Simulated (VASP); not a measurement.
# Cd (Im-3m) in VASP: further runs

Cd is run at these levels: PBEsol; tasks: single point, relaxation of cell and atoms.

Program: VASP 6.6.1. These are calculated values, not measurements. Logs are shortened: lines on timing, memory, paths and dates and some standing lists are left out, and cuts for length are marked.

## 1. The cell of the first run

Symmetry: Im-3m, No. 229, cubic system. The conventional cell has a = 3.497 Å, b = 3.497 Å, c = 3.497 Å, α = 90.00°, β = 90.00°, γ = 90.00°. Cd (site symmetry m-3m) has 14 Cd at 3.03 to 3.50 Å within 4.0 Å.

## 2. Single point, PBEsol

Contents of INCAR:

```
SYSTEM = Cd
PREC = Accurate ; ENCUT = 520
EDIFF = 1E-7 ; ISMEAR = 0
SIGMA = 0.1 ; LREAL = .False.
LASPH = .True. ; NELM = 80
ALGO = Fast ; ISIF = 2
LWAVE = .False. ; LCHARG = .False.
GGA = PS ; NBANDS = 12
```

Contents of KPOINTS:

```
regular mesh
0
Gamma
  16 16 16
  0 0 0
```

Contents of POSCAR:

```
Cd
1.0
   -1.7484653494      1.7484653494      1.7484653494
    1.7484653494     -1.7484653494      1.7484653494
    1.7484653494      1.7484653494     -1.7484653494
Cd
1
Direct
    0.0000000000      0.0000000000      0.0000000000
```

Potentials or basis: VASP PAW PBE potentials, release 64 (Cd).

Launch:

```console
$ cat potpaw_PBE.64/Cd/POTCAR > POTCAR
$ mpirun -np 1 vasp_std > vasp.out
```

OUTCAR:

```text
SYSTEM = Cd
   PREC = Accurate
   ENCUT = 520
   EDIFF = 1E-7
   ISMEAR = 0
   LREAL = .False.
   LASPH = .True.
   NELM = 80
   ISIF = 2
   GGA = PS

 ion  position               nearest neighbor table
   1  0.000  0.000  0.000-

  LATTYP: Found a body centered cubic cell.
 ALAT       =     3.4969306988

  Lattice vectors:

 A1 = (  -1.7484653494,   1.7484653494,   1.7484653494)
 A2 = (   1.7484653494,  -1.7484653494,   1.7484653494)
 A3 = (   1.7484653494,   1.7484653494,  -1.7484653494)

Analysis of symmetry for initial positions (statically):
=====================================================================
 Subroutine PRICEL returns:
 Original cell was already a primitive cell.

 Routine SETGRP: Setting up the symmetry group for a
 body centered cubic supercell.

 Subroutine GETGRP returns: Found 48 space group operations
 (whereof 48 operations were pure point group operations)
 out of a pool of 48 trial point group operations.

The static configuration has the point symmetry O_h .

Analysis of symmetry for dynamics (positions and initial velocities):
=====================================================================
 Subroutine PRICEL returns:
 Original cell was already a primitive cell.

 Routine SETGRP: Setting up the symmetry group for a
 body centered cubic supercell.

 Subroutine GETGRP returns: Found 48 space group operations
 (whereof 48 operations were pure point group operations)
 out of a pool of 48 trial point group operations.

The dynamic configuration has the point symmetry O_h .

 Subroutine INISYM returns: Found 48 space group operations
 (whereof 48 operations are pure point group operations),
 and found     1 'primitive' translations

----------------------------------------------------------------------------------------

                                     Primitive cell

  volume of cell :      21.3812

  direct lattice vectors                    reciprocal lattice vectors
    -1.748465349  1.748465349  1.748465349     0.000000000  0.285965061  0.285965061
     1.748465349 -1.748465349  1.748465349     0.285965061  0.000000000  0.285965061
     1.748465349  1.748465349 -1.748465349     0.285965061  0.285965061  0.000000000

  length of vectors
     3.028430820  3.028430820  3.028430820     0.404415667  0.404415667  0.404415667

  position of ions in fractional coordinates (direct lattice)
     0.000000000  0.000000000  0.000000000

  ion indices of the primitive-cell ions
   primitive index   ion index
                 1           1

----------------------------------------------------------------------------------------

 KPOINTS: regular mesh

Automatic generation of k-mesh.
 Grid dimensions read from file:
 generate k-points for:   16   16   16

 Generating k-lattice:

  Cartesian coordinates                     Fractional coordinates (reciprocal lattice)
     0.000000000  0.017872816  0.017872816     0.062500000  0.000000000  0.000000000
     0.017872816  0.000000000  0.017872816     0.000000000  0.062500000  0.000000000
     0.017872816  0.017872816  0.000000000     0.000000000  0.000000000  0.062500000

  Length of vectors
     0.025275979  0.025275979  0.025275979

  Shift w.r.t. Gamma in fractional coordinates (k-lattice)
     0.000000000  0.000000000  0.000000000

 Subroutine IBZKPT returns following result:
 ===========================================

 Found    145 irreducible k-points:

 Following reciprocal coordinates:
            Coordinates               Weight
  0.000000  0.000000  0.000000      1.000000
  0.062500  0.000000  0.000000     12.000000
  0.125000  0.000000  0.000000     12.000000
  0.187500  0.000000  0.000000     12.000000
  0.250000  0.000000  0.000000     12.000000
  0.312500  0.000000  0.000000     12.000000
[... 16 lines left out ...]
  0.187500  0.187500  0.000000     24.000000
  0.250000  0.187500 -0.000000     48.000000
 [... further k-points ...]
   k-points           NKPTS =    145   k-points in BZ     NKDIM =    145   number of bands    NBANDS=     12
   number of dos      NEDOS =    301   number of ions     NIONS =      1
   total plane-waves  NPLWV =  13824
   dimension x,y,z NGX =    24 NGY =   24 NGZ =   24
   dimension x,y,z NGXF=    48 NGYF=   48 NGZF=   48
   ions per type =               1
   NGX,Y,Z   is equivalent  to a cutoff of  13.17, 13.17, 13.17 a.u.
   NGXF,Y,Z  is equivalent  to a cutoff of  26.35, 26.35, 26.35 a.u.
 SYSTEM =  Cd
   PREC   = accura    normal or accurate (medium, high low for compatibility)
   ISTART =      0    job   : 0-new  1-cont  2-samecut
   ICHARG =      2    charge: 1-file 2-atom 10-const
   ISPIN  =      1    spin polarized calculation?
   LNONCOLLINEAR =      F non collinear calculations
   LSORBIT =      F    spin-orbit coupling
   LASPH  =      T    aspherical Exc in radial PAW
   ENCUT  =  520.0 eV  38.22 Ry    6.18 a.u.   5.63  5.63  5.63*2*pi/ulx,y,z
   NELM   =     80;   NELMIN=  2; NELMDL= -5     # of ELM steps
   EDIFF  = 0.1E-06   stopping-criterion for ELM
   LREAL  =      F    real-space projection
   EDIFFG = 0.1E-05   stopping-criterion for IOM
   NSW    =      0    number of steps for IOM
   IBRION =     -1    ionic relax: 0-MD 1-quasi-New 2-CG
   NFREE  =      0    steps in history (QN), initial steepest desc. (CG)
   ISIF   =      2    stress and relaxation
   ISYM   =      2    0-nonsym 1-usesym 2-fastsym
   POTIM  = 0.5000    time-step for ionic-motion
   TEBEG  =    0.0;   TEEND  =   0.0 temperature during run
   PSTRESS=    0.0 pullay stress
   NELECT =      12.0000    total number of electrons
   NUPDOWN=      -1.0000    fix difference up-down
   EMIN   =  10.00;   EMAX   =-10.00  energy-range for DOS
   EFERMI =   0.00;   METHOD = LEGACY
   ISMEAR =     0;   SIGMA  =   0.10  broadening in eV -4-tet -1-fermi 0-gaus
   EFERMI_NEDOS =   21; number of points for ismear=-14 and -15
   IALGO  =     68    algorithm
   IMIX   =      4    mixing-type and parameters
     AMIX     =   0.40;   BMIX     =  1.00
     AMIX_MAG =   1.60;   BMIX_MAG =  1.00
  volume/ion in A,a.u.               =      21.38       144.29
  Fermi-wavevector in a.u.,A,eV,Ry     =   1.350387  2.551861 24.810833  1.823545
  Thomas-Fermi vector in A             =   2.477896
   LORBIT       =      0    0 simple, 1 ext, 2 COOP (PROOUT), +10 PAW based schemes
   GGA     = PS    functional components
   LHFCALC =     F    Hartree Fock is set to
   AEXX    =    0.0000 exact exchange contribution
   IVDW    =     0    specifies the selected vdW correction
   LEPSILON=     F    determine dielectric tensor
   LRPA    =     F    only Hartree local field effects (RPA)
 non-spin polarized calculation
 RMM-DIIS sequential band-by-band and
 Gauss-broadening in eV      SIGMA  =   0.10
  energy-cutoff  :      520.00
  volume of cell :       21.38
 maximum number of plane-waves:       603
   NGX = 11   NGY = 11   NGZ = 11

 number of electron      11.9999993 magnetization

 Free energy of the ion-electron system (eV)
  ---------------------------------------------------
  ext. energy  EPLUGINS =         0.00000000
  ---------------------------------------------------
  free energy    TOTEN  =        -1.13086305 eV

  energy without entropy =       -1.12982351  energy(sigma->0) =       -1.13034328

 E-fermi :   2.9218     XC(G=0): -11.2748

 val. band max:        2.8708806701   @ k =   0.5000   0.5000   0.2500
 cond. band min:       3.0361254843   @ k =  -0.4375   0.5000   0.1250
 fundamental gap:      0.1652448142
 Fermi energy:         2.9218343694

 k-point     1 :       0.0000    0.0000    0.0000
  band No.  band energies     occupation
      1      -6.4019      2.00000
      2      -6.4019      2.00000
      3      -6.4019      2.00000
      4      -6.1663      2.00000
      5      -5.7149      2.00000
      6      -5.7149      2.00000
      7      18.4875      0.00000
      8      18.4875      0.00000
      9      18.4875      0.00000
     10      19.5583      0.00000
     11      19.5583      0.00000
     12      19.5583      0.00000

 k-point     2 :       0.0625    0.0000    0.0000
  band No.  band energies     occupation
      1      -6.4156      2.00000
      2      -6.4000      2.00000
      3      -6.3625      2.00000
      4      -6.0560      2.00000
      5      -5.7281      2.00000
      6      -5.7142      2.00000
      7      17.4069      0.00000
      8      18.1915      0.00000
      9      18.3524      0.00000
     10      18.8546      0.00000
     11      18.9137      0.00000
     12      19.2115      0.00000

 k-point     3 :       0.1250    0.0000    0.0000
  band No.  band energies     occupation
      1      -6.4545      2.00000
      2      -6.4165      2.00000
      3      -6.2489      2.00000
      4      -5.8023      2.00000
      5      -5.7123      2.00000
      6      -5.6657      2.00000
      7      14.9947      0.00000
      8      17.1168      0.00000
      9      17.5364      0.00000
     10      18.0367      0.00000
     11      18.4501      0.00000
     12      19.4242      0.00000
[... 286 lines left out ...]
 k-point    23 :       0.1875    0.1875    0.0000
  band No.  band energies     occupation
      1      -6.6388      2.00000
      2      -6.4544      2.00000
      3      -5.9303      2.00000
      4      -5.8488      2.00000
      5      -5.6557      2.00000
      6      -2.8946      2.00000
      7       8.9761      0.00000
      8       9.7051      0.00000
      9      13.7508      0.00000
     10      18.4657      0.00000
     11      19.8353      0.00000
     12      22.4664      0.00000

 k-point    24 :       0.2500    0.1875   -0.0000
  band No.  band energies     occupation
      1      -6.6862      2.00000
      2      -6.4837      2.00000
      3      -5.8925      2.00000
      4      -5.8231      2.00000
      5      -5.5963      2.00000
      6      -1.7248      2.00000
      7       6.9833      0.00000
      8       8.7635      0.00000
      9      13.1512      0.00000
     10      18.4781      0.00000
     11      20.3294      0.00000
     12      22.9209      0.00000

 [... further k-points ...]

------------------------ aborting loop because EDIFF is reached ----------------------------------------

  FORCE on cell =-STRESS in cart. coord.  units (eV):
  Direction    XX          YY          ZZ          XY          YZ          ZX
  --------------------------------------------------------------------------------------
  -------------------------------------------------------------------------------------
  Total        0.0374328      0.0374328      0.0374328     -0.0000000     -0.0000000      0.0000000
  in kB        2.8049917      2.8049917      2.8049917     -0.0000000     -0.0000000      0.0000000
  external PRESSURE =       2.8049917 kB  Pullay stress =       0.0000000 kB

 VOLUME and BASIS-vectors are now :
 -----------------------------------------------------------------------------
  energy-cutoff  :      520.00
  volume of cell :       21.38
      direct lattice vectors                 reciprocal lattice vectors
    -1.748465349  1.748465349  1.748465349     0.000000000  0.285965061  0.285965061
     1.748465349 -1.748465349  1.748465349     0.285965061  0.000000000  0.285965061
     1.748465349  1.748465349 -1.748465349     0.285965061  0.285965061  0.000000000

 POSITION                                       TOTAL-FORCE (eV/Angst)
 -----------------------------------------------------------------------------------
      0.00000      0.00000      0.00000         0.000000     -0.000000     -0.000000
 -----------------------------------------------------------------------------------
    total drift:                               -0.000000      0.000000      0.000000

  FREE ENERGIE OF THE ION-ELECTRON SYSTEM (eV)
  ---------------------------------------------------
  free  energy   TOTEN  =        -1.1308630495 eV

  energy  without entropy=       -1.1298235095  energy(sigma->0) =       -1.13034328
```

It took 29 s on 1 thread of AMD EPYC 9R45 (Zen 5), shared host; peak memory 0.12 GiB.

What came out:

```
Free energy            : -1.1309 eV
Pressure               : 0.3 GPa
Band gap on the k mesh : zero (band 6 reaches 6.30 eV, above the bottom of band 7 at 2.00 eV)
```

Caveat: the PAW data sets were made with another functional, which shifts forces and pressure a little.

## 3. Relaxation of cell and atoms, PBEsol

This run uses another cell than the first one, of 21.15 Å³/atom, 0.989 times its volume.

Contents of INCAR:

```
SYSTEM = Cd
PREC = Accurate
ENCUT = 600
EDIFF = 1E-6
ISMEAR = 0
SIGMA = 0.1
LREAL = .False.
LASPH = .True.
NELM = 80
ALGO = Normal
ISIF = 3
LWAVE = .False.
LCHARG = .False.
GGA = PS
IBRION = 2
NSW = 80
EDIFFG = -0.01
```

Contents of KPOINTS:

```
Automatic mesh
0
Gamma
  16 16 16
  0 0 0
```

Contents of POSCAR:

```
Cd
1.0
   -1.7420433110      1.7420433110      1.7420433110
    1.7420433110     -1.7420433110      1.7420433110
    1.7420433110      1.7420433110     -1.7420433110
Cd
1
Direct
    0.0000000000      0.0000000000      0.0000000000
```

Potentials or basis: VASP PAW PBE potentials, release 64 (Cd).

Launch:

```console
$ cat potpaw_PBE.64/Cd/POTCAR > POTCAR
$ mpirun -np 1 vasp_std > vasp.out
```

It took 15 s on 1 thread of Intel Xeon 6975P-C (Granite Rapids), shared host; peak memory 0.17 GiB.

Results (log left out):

* Free energy: -1.1306 eV
* Relaxed volume: 21.45 Å³/atom
* Relaxed cell: a = 3.032 Å, b = 3.032 Å, c = 3.032 Å, α = 109.47°, β = 109.47°, γ = 109.47°
* Space group after relaxing (to 0.05 Å): Im-3m (No. 229)
* Energy gained by relaxing: 0.7 meV/atom
* Ionic steps: 2
* Pressure after relaxing: 0.0 GPa
* Band gap on the k mesh: zero (band 6 reaches 6.27 eV, above the bottom of band 7 at 1.96 eV)

Step by step:
```csv
step,energy change (eV),largest force (eV/Å),pressure (GPa),volume (Å³)
1,0.0000,0.0000,0.76,21.15
2,-0.0007,0.0000,-0.04,21.45
```

Final structure:
```yaml
crystal:
  lattice:
    - [-1.75046, 1.75046, 1.75046]
    - [1.75046, -1.75046, 1.75046]
    - [1.75046, 1.75046, -1.75046]
  atoms:
    - { symbol: Cd, position: [0.00000, 0.00000, 0.00000] }
```

Levels at points of the mesh, in eV from the Fermi level:
```csv
k point,band 2,band 3,band 4,band 5,band 6,band 7,band 8,band 9,band 10
"(0.00, 0.00, 0.00)",-9.31,-9.31,-9.06,-8.63,-8.63,15.55,15.55,15.55,16.59
"(0.50, 0.00, 0.00)",-9.66,-8.66,-8.60,-8.17,-2.28,-0.93,9.46,10.07,13.82
"(0.50, 0.50, 0.50)",-9.84,-8.28,-8.28,-8.28,3.38,3.38,3.38,5.95,8.12
```

Caveat: the PAW data sets were made with another functional, which shifts forces and pressure a little.
